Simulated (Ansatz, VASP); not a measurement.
BiTe in VASP and in Ansatz

INCAR

```
SYSTEM = BiTe
ALGO     = Normal         ! electronic algorithm
EDIFF    = 1E-6           ! SCF threshold, eV
ENCUT    = 520            ! plane-wave cutoff, eV
GGA      = PE             ! functional
ISIF     = 2              ! what is computed and relaxed
ISMEAR   = 0              ! smearing method
LASPH    = .True.         ! aspherical terms in the spheres
LCHARG   = .True.         ! write CHGCAR
LELF     = .True.         ! ELF
LREAL    = .False.        ! projectors in reciprocal space
LVHAR    = .True.       
LWAVE    = .False.        ! write WAVECAR
NBANDS   = 18             ! bands
NELM     = 100            ! most SCF steps
PREC     = Accurate       ! precision mode
SIGMA    = 0.15           ! smearing width, eV
```

The input KPOINTS:

```
k-points
0
Gamma
  12 12 12
  0 0 0
```

POSCAR

```
BiTe
1.0
    2.3500265396      1.3567884553      3.3172919545
   -2.3500265396      1.3567884553      3.3172919545
    0.0000000000     -2.7135769105      3.3172919545
Bi Te
1 1
Direct
    0.5000000000      0.5000000000      0.5000000000
    0.0000000000      0.0000000000      0.0000000000
```

Input for Ansatz:

```yaml
crystal:
  lattice:
    - [2.3500265396, 1.3567884553, 3.3172919545]
    - [-2.3500265396, 1.3567884553, 3.3172919545]
    - [0.0, -2.7135769105, 3.3172919545]
  atoms:
    - { symbol: Bi, position: [0.5, 0.5, 0.5] }
    - { symbol: Te, position: [0.0, 0.0, 0.0] }
basis:
  ecutwfc: 420
kpoints:
  mp_grid: { grid: [12, 12, 12] }
hamiltonian:
  xc: pbe
scf:
  occupations: { method: gaussian, width: 0.15 }
output:
  forces: true
  stress: true
  eigenvalues: true
```

Change from the starting cell: strain -0.030 along x and y, +0.000 along z, atoms carried along.

Alike in both runs: task single point; functional PBE; k mesh 12 × 12 × 12; occupations gaussian, width 0.15 eV; no spin polarisation.

|  | VASP | Ansatz |
| --- | --- | --- |
| version | VASP 6.6.1 | Ansatz 0.2.0 |
| potentials or method | VASP PAW PBE potentials, release 64 (Bi_d, Te), cutoff 520 eV | scalar-relativistic, plane waves, PAW |
| valence electrons in the cell | 21 | 31 |

Ansatz gave:

```
gap on the k mesh at the Fermi level (eV)                     : none
pressure (GPa)                                                : 3.7
traceless stress, the component that is largest in VASP (GPa) : -0.93
```

Question: Which values does VASP return?

Answer: gap on the k mesh at the Fermi level (eV): none; pressure (GPa): 3.6; traceless stress, the component that is largest in VASP (GPa): -0.93.

A gap of «none» marks a metal or a gap that the smearing closes. With one functional, cell and mesh, what is left measures potentials, basis and numerics. VASP's potentials hold 21 valence electrons a cell and Ansatz's 31, so a difference there can come from the potentials and not from the codes.

Spin-orbit coupling is off throughout.
